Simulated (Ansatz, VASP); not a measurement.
One calculation of HfO2, two programs

File POSCAR:

```
HfO2
1.0
    0.0000000000      2.5683590887      2.5683590887
    2.5683590887      0.0000000000      2.5683590887
    2.5683590887      2.5683590887      0.0000000000
Hf O
1 2
Direct
    0.0000000000      0.0000000000      0.0000000000
    0.2500000000      0.2500000000      0.2500000000
    0.7500000000      0.7500000000      0.7500000000
```

The input INCAR.step1:

```
SYSTEM = HfO2
PREC = Accurate ; ENCUT = 520
EDIFF = 1E-5 ; ISMEAR = -1
SIGMA = 0.05 ; LREAL = .False.
LASPH = .True. ; NELM = 80
ALGO = Normal ; ISIF = 2
LWAVE = .True. ; LCHARG = .False.
NBANDS = 18 ; GGA = PE
```

The input INCAR.step2:

```
SYSTEM = HfO2
PREC = Accurate ; ENCUT = 520
EDIFF = 1E-6 ; ISMEAR = -1
SIGMA = 0.05 ; LREAL = .False.
LASPH = .True. ; NELM = 80
ALGO = Normal ; ISIF = 2
LWAVE = .False. ; LCHARG = .False.
GGA = PE ; LHFCALC = .True.
HFSCREEN = 0.2079 ; PRECFOCK = Normal
NBANDS = 18 ; ISTART = 1
```

File KPOINTS:

```
Automatic mesh
0
Gamma
  4 4 4
  0 0 0
```

Input for Ansatz:

```yaml
crystal:
  lattice:
    - [0.0, 2.568359088684, 2.568359088684]
    - [2.568359088684, 0.0, 2.568359088684]
    - [2.568359088684, 2.568359088684, 0.0]
  atoms:
    - { symbol: Hf, position: [0.0, 0.0, 0.0] }
    - { symbol: O, position: [0.25, 0.25, 0.25] }
    - { symbol: O, position: [0.75, 0.75, 0.75] }
kpoints:
  mp_grid: { grid: [4, 4, 4] }
hamiltonian:
  xc: hse06
  pseudopotentials: { kind: paw }
scf:
  occupations: { method: fermi_dirac, width: 0.05 }
output:
  forces: true
  stress: true
  eigenvalues: true
```

Alike in both runs: task single point; functional HSE06; k mesh 4 × 4 × 4; occupations fermi-dirac, width 0.05 eV; no spin polarisation.

|  | VASP | Ansatz |
| --- | --- | --- |
| version | VASP 6.6.1 | Ansatz 0.2.0 development build |
| potentials or method | VASP PAW PBE potentials, release 64 (Hf_pv, O) | plane waves, PAW datasets (generated soft set 1) |
| plane-wave cutoff (eV) | 520 | 420 |
| valence electrons in the cell | 22 | 38 |

|  | VASP | Ansatz | Ansatz less VASP |
| --- | --- | --- | --- |
| gap on the k mesh at the Fermi level (eV) | 5.22 | 5.27 | +0.056 |

With one functional, cell and mesh, what is left measures potentials, basis and numerics. VASP's potentials hold 22 valence electrons a cell and Ansatz's 38, so a difference there can come from the potentials and not from the codes. Ansatz's warnings: stress exchange threshold loose, stress scf threshold loose.

The k mesh is coarse, so the values compare programs but aren't converged. Neither program's run includes spin-orbit coupling.
